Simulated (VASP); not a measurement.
Set up this calculation in VASP 6.6.1, as the native input.

```yaml
Task: single point
Functional: r2SCAN
Potentials_or_basis: VASP PAW PBE potentials, release 64 (Li_sv)
Cutoff: 830 eV
k_mesh: 14 × 14 × 14
Occupations: fermi-dirac, width 0.1 eV
Spin: no spin polarisation
Dipole_correction: no
Further_INCAR_settings: ALGO = Normal; EDIFF = 1e-06; NBANDS = 8
```

The system is Li.

```
Li
1.0
     0.00000    2.24587    2.24587
     2.24587    0.00000    2.24587
     2.24587    2.24587    0.00000
Li
1
Direct
  0.00000 0.00000 0.00000
```

This isn't the form of Li at room conditions, which is bcc.

One way to write it, as run:

POSCAR

```
Li
1.0
    0.0000000000      2.2458706556      2.2458706556
    2.2458706556      0.0000000000      2.2458706556
    2.2458706556      2.2458706556      0.0000000000
Li
1
Direct
    0.0000000000      0.0000000000      0.0000000000
```

INCAR.step1

```
SYSTEM = Li
PREC     = Accurate       ! precision mode
ENCUT    = 830            ! plane-wave cutoff, eV
ISMEAR   = -1             ! smearing method
SIGMA    = 0.1            ! smearing width, eV
LREAL    = .FALSE.        ! projectors in reciprocal space
LASPH    = .TRUE.         ! aspherical terms in the spheres
NELM     = 120            ! most SCF steps
NBANDS   = 8              ! bands
GGA      = PE             ! functional
ALGO     = Normal         ! electronic algorithm
EDIFF    = 1E-5           ! SCF threshold, eV
LWAVE    = .TRUE.         ! write WAVECAR
LCHARG   = .FALSE.        ! write CHGCAR
GGA_COMPAT= .FALSE.
```

INCAR.step2

```
SYSTEM = Li
PREC     = Accurate       ! precision mode
ENCUT    = 830            ! plane-wave cutoff, eV
EDIFF    = 1E-6           ! SCF threshold, eV
ISMEAR   = -1             ! smearing method
SIGMA    = 0.1            ! smearing width, eV
LREAL    = .FALSE.        ! projectors in reciprocal space
LASPH    = .TRUE.         ! aspherical terms in the spheres
NELM     = 120            ! most SCF steps
ALGO     = Normal         ! electronic algorithm
ISIF     = 2              ! what is computed and relaxed
LWAVE    = .FALSE.        ! write WAVECAR
LCHARG   = .FALSE.        ! write CHGCAR
METAGGA  = R2SCAN         ! meta-GGA
LMIXTAU  = .TRUE.       
NBANDS   = 8              ! bands
ISTART   = 1            
GGA_COMPAT= .FALSE.
```

KPOINTS

```
Automatic mesh
0
G
  14 14 14
  0 0 0
```

Potentials or basis: VASP PAW PBE potentials, release 64 (Li_sv).

Run with:

```bash
$ cat potpaw_PBE.64/Li_sv/POTCAR > POTCAR
$ cp INCAR.step1 INCAR
$ mpirun -np 1 vasp_std > vasp.out
$ cp INCAR.step2 INCAR
$ mpirun -np 1 vasp_std > vasp.out
```

It gave:

```json
{
  "Pressure": "-1.0 GPa",
  "Band gap on the k mesh": "zero (an odd number of electrons rules out a gap without spin polarisation)"
}
```

Caveat: the PAW data sets were made with another functional, which shifts forces and pressure a little.

It took 2.4 min on 1 thread of Intel(R) Xeon(R) Platinum 8124M CPU @ 3.00GHz (Skylake/Cascade Lake), with other jobs on the host, peak memory 0.18 GiB.
